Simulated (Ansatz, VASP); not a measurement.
One calculation of CdSe, two programs

```xyz
4
Lattice="4.3021 0.0000 0.0000 -2.1511 3.7258 0.0000 0.0000 0.0000 7.0215" Properties=species:S:1:pos:R:3 pbc="T T T"
Cd    0.0000    2.4838   -0.2608
Cd    2.1511    1.2419    3.2499
Se    0.0000    2.4838    2.9009
Se    2.1511    1.2419    6.4116
```

Change from the starting cell: polar distortion scaled by 0.40.

Alike in both runs: task single point; functional PBEsol; k mesh 9 × 9 × 6; no spin polarisation.

|  | VASP | Ansatz |
| --- | --- | --- |
| version | VASP 6.6.1 | Ansatz 0.2.0 |
| potentials or method | VASP PAW PBE potentials, release 64 (Cd, Se), cutoff 520 eV | scalar-relativistic, plane waves, PAW |
| occupations | gaussian, width 0.01 eV | fixed |
| valence electrons in the cell | 36 | 72 |

|  | VASP | Ansatz | Ansatz less VASP |
| --- | --- | --- | --- |
| gap on the k mesh at the Fermi level (eV) | 0.83 | 0.83 | -0.007 |
| least direct gap on the mesh (eV) | 0.83 | 0.83 | -0.007 |
| pressure (GPa) | 3.1 | 2.6 | -0.41 |
| traceless stress, the component that is largest in VASP (GPa) | -5.63 | -5.33 | +0.301 |
| rms of the force components (eV/Å) | 0.385 | 0.373 | -0.0117 |

VASP's potentials were made for PBE, not for PBEsol, and Ansatz warns of the same on its side. Atom by atom the forces differ by 0.012 eV/Å (rms over components). VASP's potentials hold 36 valence electrons a cell and Ansatz's 72, so a difference there can come from the potentials and not from the codes.
